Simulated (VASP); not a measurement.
# Hf4N2O (R-3m) in VASP: single point with PBE

Aim: the single point of Hf4N2O with PBE.

Program: VASP 6.6.1. These are calculated values, not measurements. Logs are shortened: lines on timing, memory, paths and dates and some standing lists are left out, and cuts for length are marked.

### 1 The cell of the first run

Symmetry: R-3m, No. 166, trigonal system. The conventional cell has a = 3.251 Å, b = 3.251 Å, c = 31.084 Å, α = 90.00°, β = 90.00°, γ = 120.00°. Hf (site symmetry 3m) has 3 N at 2.28 Å and 12 Hf at 3.10 to 3.25 Å within 3.3 Å. Hf (site symmetry 3m) has 3 N at 2.21 Å and 3 O at 2.35 Å within 2.9 Å. Within 2.9 Å of N (site symmetry 3m) lie 6 Hf at 2.21 to 2.28 Å. O (site symmetry -3m) has 6 Hf at 2.35 Å and 6 N at 3.20 Å and 6 O at 3.25 Å within 3.3 Å.

### 2 Single point, PBE

Input file INCAR:

```
PREC     = Accurate       # precision mode
ENCUT    = 520            # plane-wave cutoff, eV
EDIFF    = 1E-6           # SCF threshold, eV
ISMEAR   = 0              # smearing method
SIGMA    = 0.1            # smearing width, eV
LREAL    = F              # projectors in reciprocal space
LASPH    = T              # aspherical terms in the spheres
NELM     = 80             # most SCF steps
ALGO     = Normal         # electronic algorithm
ISIF     = 2              # what is computed and relaxed
LWAVE    = F              # write WAVECAR
LCHARG   = F              # write CHGCAR
GGA      = PE             # functional
NBANDS   = 37             # bands
```

Input file KPOINTS:

```
regular mesh
0
Gamma
  12 12 12
```

Input file POSCAR:

```
Hf4N2O
1.0
    1.6255251206      0.9384973660     10.3613051589
   -1.6255251206      0.9384973660     10.3613051589
    0.0000000000     -1.8769947319     10.3613051589
Hf N O
4 2 1
Direct
    0.8750694781      0.8750694781      0.8750694781
    0.1249305219      0.1249305219      0.1249305219
    0.7123698394      0.7123698394      0.7123698394
    0.2876301606      0.2876301606      0.2876301606
    0.5831658976      0.5831658976      0.5831658976
    0.4168341024      0.4168341024      0.4168341024
    0.0000000000      0.0000000000      0.0000000000
```

Potentials or basis: VASP PAW PBE potentials, release 64 (Hf_pv, N, O).

Launch:

```console
$ cat potpaw_PBE.64/Hf_pv/POTCAR potpaw_PBE.64/N/POTCAR potpaw_PBE.64/O/POTCAR > POTCAR
$ mpirun -np 1 vasp_std > vasp.out
```

OUTCAR:

```text
PREC = Accurate
   ENCUT = 520
   EDIFF = 1E-6
   ISMEAR = 0
   LREAL = F
   LASPH = T
   NELM = 80
   ISIF = 2
   GGA = PE

 ion  position               nearest neighbor table
   1  0.875  0.875  0.875-   5 2.28   5 2.28   5 2.28   4 3.10   4 3.10   4 3.10   2 3.20   2 3.20
                             2 3.20
   2  0.125  0.125  0.125-   6 2.28   6 2.28   6 2.28   3 3.10   3 3.10   3 3.10   1 3.20   1 3.20
                             1 3.20
   3  0.712  0.712  0.712-   6 2.21   6 2.21   6 2.21   7 2.35   7 2.35   7 2.35   2 3.10   2 3.10
                             2 3.10   4 3.41   4 3.41   4 3.41
   4  0.288  0.288  0.288-   5 2.21   5 2.21   5 2.21   7 2.35   7 2.35   7 2.35   1 3.10   1 3.10
                             1 3.10   3 3.41   3 3.41   3 3.41
   5  0.583  0.583  0.583-   4 2.21   4 2.21   4 2.21   1 2.28   1 2.28   1 2.28
   6  0.417  0.417  0.417-   3 2.21   3 2.21   3 2.21   2 2.28   2 2.28   2 2.28
   7  0.000  0.000  0.000-   3 2.35   3 2.35   4 2.35   4 2.35   3 2.35   4 2.35

  LATTYP: Found a trigonal (rhomboedric) cell.
 ALAT       =    10.5299455753
 COS(alpha) =     0.9523387846

  Lattice vectors:

 A1 = (   1.6255251206,   0.9384973660,  10.3613051589)
 A2 = (  -1.6255251206,   0.9384973660,  10.3613051589)
 A3 = (   0.0000000000,  -1.8769947319,  10.3613051589)

Analysis of symmetry for initial positions (statically):
=====================================================================
 Subroutine PRICEL returns:
 Original cell was already a primitive cell.

 Routine SETGRP: Setting up the symmetry group for a
 trigonal (rhombohedral) supercell.

 Subroutine GETGRP returns: Found 12 space group operations
 (whereof 12 operations were pure point group operations)
 out of a pool of 12 trial point group operations.

The static configuration has the point symmetry D_3d.

Analysis of symmetry for dynamics (positions and initial velocities):
=====================================================================
 Subroutine PRICEL returns:
 Original cell was already a primitive cell.

 Routine SETGRP: Setting up the symmetry group for a
 trigonal (rhombohedral) supercell.

 Subroutine GETGRP returns: Found 12 space group operations
 (whereof 12 operations were pure point group operations)
 out of a pool of 12 trial point group operations.

The dynamic configuration has the point symmetry D_3d.

 Subroutine INISYM returns: Found 12 space group operations
 (whereof 12 operations are pure point group operations),
 and found     1 'primitive' translations

----------------------------------------------------------------------------------------

                                     Primitive cell

  volume of cell :      94.8402

  direct lattice vectors                    reciprocal lattice vectors
     1.625525121  0.938497366 10.361305159     0.307592909  0.177588849  0.032170979
    -1.625525121  0.938497366 10.361305159    -0.307592909  0.177588849  0.032170979
     0.000000000 -1.876994732 10.361305159     0.000000000 -0.355177697  0.032170979

  length of vectors
    10.529945575 10.529945575 10.529945575     0.356631699  0.356631699  0.356631699

  position of ions in fractional coordinates (direct lattice)
     0.875069478  0.875069478  0.875069478
     0.124930522  0.124930522  0.124930522
     0.712369839  0.712369839  0.712369839
     0.287630161  0.287630161  0.287630161
     0.583165898  0.583165898  0.583165898
     0.416834102  0.416834102  0.416834102
     0.000000000  0.000000000  0.000000000

  ion indices of the primitive-cell ions
   primitive index   ion index
                 1           1
                 2           2
                 3           3
                 4           4
                 5           5
                 6           6
                 7           7

----------------------------------------------------------------------------------------

 KPOINTS: regular mesh

Automatic generation of k-mesh.
 Grid dimensions read from file:
 generate k-points for:   12   12   12

 Generating k-lattice:

  Cartesian coordinates                     Fractional coordinates (reciprocal lattice)
     0.025632742  0.014799071  0.002680915     0.083333333  0.000000000 -0.000000000
    -0.025632742  0.014799071  0.002680915     0.000000000  0.083333333 -0.000000000
     0.000000000 -0.029598141  0.002680915     0.000000000  0.000000000  0.083333333

  Length of vectors
     0.029719308  0.029719308  0.029719308

  Shift w.r.t. Gamma in fractional coordinates (k-lattice)
     0.000000000  0.000000000  0.000000000

 Subroutine IBZKPT returns following result:
 ===========================================

 Found    189 irreducible k-points:

 Following reciprocal coordinates:
            Coordinates               Weight
  0.000000  0.000000  0.000000      1.000000
  0.083333  0.000000  0.000000      6.000000
  0.166667  0.000000 -0.000000      6.000000
  0.250000  0.000000  0.000000      6.000000
  0.333333  0.000000  0.000000      6.000000
  0.416667  0.000000 -0.000000      6.000000
[... 16 lines left out ...]
  0.500000  0.166667  0.000000     12.000000
 -0.416667  0.166667  0.000000     12.000000
 [... further k-points ...]
   k-points           NKPTS =    189   k-points in BZ     NKDIM =    189   number of bands    NBANDS=     37
   number of dos      NEDOS =    301   number of ions     NIONS =      7
   total plane-waves  NPLWV = 512000
   dimension x,y,z NGX =    80 NGY =   80 NGZ =   80
   dimension x,y,z NGXF=   160 NGYF=  160 NGZF=  160
   ions per type =               4   2   1
   NGX,Y,Z   is equivalent  to a cutoff of  12.63, 12.63, 12.63 a.u.
   NGXF,Y,Z  is equivalent  to a cutoff of  25.26, 25.26, 25.26 a.u.
 SYSTEM =  unknown system
   PREC   = accura    normal or accurate (medium, high low for compatibility)
   ISTART =      0    job   : 0-new  1-cont  2-samecut
   ICHARG =      2    charge: 1-file 2-atom 10-const
   ISPIN  =      1    spin polarized calculation?
   LNONCOLLINEAR =      F non collinear calculations
   LSORBIT =      F    spin-orbit coupling
   LASPH  =      T    aspherical Exc in radial PAW
   ENCUT  =  520.0 eV  38.22 Ry    6.18 a.u.  19.58 19.58 19.58*2*pi/ulx,y,z
   NELM   =     80;   NELMIN=  2; NELMDL= -5     # of ELM steps
   EDIFF  = 0.1E-05   stopping-criterion for ELM
   LREAL  =      F    real-space projection
   EDIFFG = 0.1E-04   stopping-criterion for IOM
   NSW    =      0    number of steps for IOM
   IBRION =     -1    ionic relax: 0-MD 1-quasi-New 2-CG
   NFREE  =      0    steps in history (QN), initial steepest desc. (CG)
   ISIF   =      2    stress and relaxation
   ISYM   =      2    0-nonsym 1-usesym 2-fastsym
   POTIM  = 0.5000    time-step for ionic-motion
   TEBEG  =    0.0;   TEEND  =   0.0 temperature during run
   PSTRESS=    0.0 pullay stress
   NELECT =      56.0000    total number of electrons
   NUPDOWN=      -1.0000    fix difference up-down
   EMIN   =  10.00;   EMAX   =-10.00  energy-range for DOS
   EFERMI =   0.00;   METHOD = LEGACY
   ISMEAR =     0;   SIGMA  =   0.10  broadening in eV -4-tet -1-fermi 0-gaus
   EFERMI_NEDOS =   21; number of points for ismear=-14 and -15
   IALGO  =     38    algorithm
   IMIX   =      4    mixing-type and parameters
     AMIX     =   0.40;   BMIX     =  1.00
     AMIX_MAG =   1.60;   BMIX_MAG =  1.00
  volume/ion in A,a.u.               =      13.55        91.43
  Fermi-wavevector in a.u.,A,eV,Ry     =   1.373430  2.595407 25.664824  1.886311
  Thomas-Fermi vector in A             =   2.498948
   LORBIT       =      0    0 simple, 1 ext, 2 COOP (PROOUT), +10 PAW based schemes
   GGA     = PE    functional components
   LHFCALC =     F    Hartree Fock is set to
   AEXX    =    0.0000 exact exchange contribution
   IVDW    =     0    specifies the selected vdW correction
   LEPSILON=     F    determine dielectric tensor
   LRPA    =     F    only Hartree local field effects (RPA)
 non-spin polarized calculation
 Gauss-broadening in eV      SIGMA  =   0.10
  energy-cutoff  :      520.00
  volume of cell :       94.84
 maximum number of plane-waves:      2585
 NGX is ok and might be reduce to    80
   NGX = 39   NGY = 39   NGZ = 39

 number of electron      56.0000005 magnetization

 Free energy of the ion-electron system (eV)
  ---------------------------------------------------
  ext. energy  EPLUGINS =         0.00000000
  ---------------------------------------------------
  free energy    TOTEN  =       -73.11614821 eV

  energy without entropy =      -73.10590427  energy(sigma->0) =      -73.11102624

 E-fermi :   7.1924     XC(G=0): -12.1788

 val. band max:        7.1866076733   @ k =   0.3333   0.2500   0.1667
 cond. band min:       7.2007894284   @ k =   0.2500   0.2500   0.0833
 fundamental gap:      0.0141817551
 Fermi energy:         7.1923947795

 k-point     1 :       0.0000    0.0000    0.0000
  band No.  band energies     occupation
      1     -25.0713      2.00000
      2     -24.7685      2.00000
      3     -24.4909      2.00000
      4     -24.4909      2.00000
      5     -24.4712      2.00000
      6     -24.4712      2.00000
[... 29 lines left out ...]
     36       9.3975      0.00000
     37       9.9083      0.00000

 k-point     2 :       0.0833    0.0000    0.0000
  band No.  band energies     occupation
      1     -25.0547      2.00000
      2     -24.7678      2.00000
      3     -24.5315      2.00000
      4     -24.5176      2.00000
      5     -24.5021      2.00000
      6     -24.4784      2.00000
[... 29 lines left out ...]
     36       9.5847      0.00000
     37       9.9157      0.00000

 k-point     3 :       0.1667    0.0000   -0.0000
  band No.  band energies     occupation
      1     -25.0091      2.00000
      2     -24.7791      2.00000
      3     -24.6518      2.00000
      4     -24.6147      2.00000
      5     -24.5314      2.00000
      6     -24.4994      2.00000
[... 29 lines left out ...]
     36       9.9487      0.00000
     37      10.1477      0.00000

 k-point     4 :       0.2500    0.0000    0.0000
  band No.  band energies     occupation
      1     -24.9510      2.00000
      2     -24.8647      2.00000
      3     -24.7997      2.00000
      4     -24.6748      2.00000
      5     -24.5699      2.00000
      6     -24.5291      2.00000
[... 29 lines left out ...]
     36      10.0850      0.00000
     37      10.6537      0.00000
[... 683 lines left out ...]
      1     -25.0060      2.00000
      2     -24.9637      2.00000
      3     -24.8297      2.00000
      4     -24.6936      2.00000
      5     -24.6684      2.00000
      6     -24.6306      2.00000
[... 29 lines left out ...]
     36      10.6616      0.00000
     37      10.9106      0.00000

 k-point    23 :       0.5000    0.1667    0.0000
  band No.  band energies     occupation
      1     -25.0859      2.00000
      2     -25.0148      2.00000
      3     -24.7822      2.00000
      4     -24.7418      2.00000
      5     -24.6860      2.00000
      6     -24.6612      2.00000
[... 29 lines left out ...]
     36      10.8888      0.00000
     37      11.4065      0.00000

 k-point    24 :      -0.4167    0.1667    0.0000
  band No.  band energies     occupation
      1     -25.1153      2.00000
      2     -25.0330      2.00000
      3     -24.7651      2.00000
      4     -24.7586      2.00000
      5     -24.6901      2.00000
      6     -24.6749      2.00000
[... 29 lines left out ...]
     36      10.9178      0.00000
     37      11.8850      0.00000

 [... further k-points ...]

------------------------ aborting loop because EDIFF is reached ----------------------------------------

  FORCE on cell =-STRESS in cart. coord.  units (eV):
  Direction    XX          YY          ZZ          XY          YZ          ZX
  --------------------------------------------------------------------------------------
  -------------------------------------------------------------------------------------
  Total       -1.1118971     -1.1118971     -1.0593419      0.0000000     -0.0000000      0.0000000
  in kB      -18.7837685    -18.7837685    -17.8959303      0.0000000     -0.0000000      0.0000000
  external PRESSURE =     -18.4878224 kB  Pullay stress =       0.0000000 kB

 VOLUME and BASIS-vectors are now :
 -----------------------------------------------------------------------------
  energy-cutoff  :      520.00
  volume of cell :       94.84
      direct lattice vectors                 reciprocal lattice vectors
     1.625525121  0.938497366 10.361305159     0.307592909  0.177588849  0.032170979
    -1.625525121  0.938497366 10.361305159    -0.307592909  0.177588849  0.032170979
     0.000000000 -1.876994732 10.361305159     0.000000000 -0.355177697  0.032170979

 POSITION                                       TOTAL-FORCE (eV/Angst)
 -----------------------------------------------------------------------------------
      0.00000      0.00000     27.20059         0.000000      0.000000      0.104649
      0.00000      0.00000      3.88333         0.000000     -0.000000     -0.104649
      0.00000      0.00000     22.14324         0.000000      0.000000      0.004629
      0.00000      0.00000      8.94067         0.000000     -0.000000     -0.004629
      0.00000      0.00000     18.12708         0.000000      0.000000      0.020016
      0.00000      0.00000     12.95684         0.000000     -0.000000     -0.020016
      0.00000      0.00000      0.00000         0.000000      0.000000      0.000000
 -----------------------------------------------------------------------------------
    total drift:                                0.000000      0.000000     -0.000000

  FREE ENERGIE OF THE ION-ELECTRON SYSTEM (eV)
  ---------------------------------------------------
  free  energy   TOTEN  =       -73.1161482148 eV

  energy  without entropy=      -73.1059042677  energy(sigma->0) =      -73.11102624
```

It took 71 min on 1 thread of AMD EPYC 9R45 (Zen 5), shared host; peak memory 1.2 GiB.

Results:

| Property | Result |
| --- | --- |
| Free energy | -73.1161 eV |
| Pressure | -1.8 GPa |
| Largest force | 0.105 eV/Å |
| Band gap on the k mesh | zero (bands 28 and 29 overlap by 0.80 eV) |

Forces on the atoms (eV/Å):
```
Hf   0.000  0.000  0.105
Hf   0.000  0.000 -0.105
Hf   0.000  0.000  0.005
Hf   0.000  0.000 -0.005
N    0.000  0.000  0.020
N    0.000  0.000 -0.020
O    0.000  0.000  0.000
```

Caveat: spin-orbit coupling is left out, which moves the levels of the heavy elements.
